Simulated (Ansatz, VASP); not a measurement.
**NaF in VASP and in Ansatz**

POSCAR

```
NaF
1.0
    0.0000000000      2.2884505000      2.2884505000
    2.2884505000      0.0000000000      2.2884505000
    2.2884505000      2.2884505000      0.0000000000
Na F
1 1
Direct
    0.0000000000      0.0000000000      0.0000000000
    0.5000000000      0.5000000000      0.5000000000
```

INCAR.step1

```
  PREC = Accurate
  ENCUT = 520
  ISMEAR = 0
  SIGMA = 0.05
  LREAL = F
  LASPH = T
  NELM = 80
  NBANDS = 14
  GGA = PE
  ALGO = Normal
  EDIFF = 1E-4
  LWAVE = T
  LCHARG = F
```

File INCAR.step2:

```
  PREC = Accurate
  ENCUT = 520
  EDIFF = 1E-7
  ISMEAR = 0
  SIGMA = 0.05
  LREAL = F
  LASPH = T
  NELM = 80
  ALGO = Normal
  ISIF = 2
  LWAVE = F
  LCHARG = F
  METAGGA = R2SCAN
  LMIXTAU = T
  NBANDS = 14
  ISTART = 1
```

Contents of KPOINTS:

```
Automatic mesh
0
Gamma
  8 8 8
```

Input for Ansatz:

```yaml
crystal:
  lattice:
    - [0.0, 2.2884505, 2.2884505]
    - [2.2884505, 0.0, 2.2884505]
    - [2.2884505, 2.2884505, 0.0]
  atoms:
    - { symbol: Na, position: [0.0, 0.0, 0.0] }
    - { symbol: F, position: [0.5, 0.5, 0.5] }
basis:
  ecutwfc: 500
kpoints:
  mp_grid: { grid: [8, 8, 8] }
hamiltonian:
  xc: r2scan
scf:
  occupations: { method: gaussian, width: 0.05 }
output:
  forces: true
  stress: true
  eigenvalues: true
```

Change from the starting cell: strain -0.015 along x and y, -0.015 along z, atoms carried along.

Alike in both runs: task single point; functional r2SCAN; k mesh 8 × 8 × 8; occupations gaussian, width 0.05 eV; no spin polarisation.

|  | VASP | Ansatz |
| --- | --- | --- |
| version | VASP 6.6.1 | Ansatz 0.2.0 |
| potentials or method | VASP PAW PBE potentials, release 64 (Na_pv, F), cutoff 520 eV | scalar-relativistic, plane waves, PAW |
| valence electrons in the cell | 14 | 16 |

```csv
,VASP,Ansatz,Ansatz less VASP
gap on the k mesh at the Fermi level (eV),7.39,7.35,-0.040
least direct gap on the mesh (eV),7.39,7.35,-0.040
pressure (GPa),-0.3,0.6,+0.90
```

VASP's potentials were made for PBE, not for r2SCAN. VASP's potentials hold 14 valence electrons a cell and Ansatz's 16, so a difference there can come from the potentials and not from the codes.
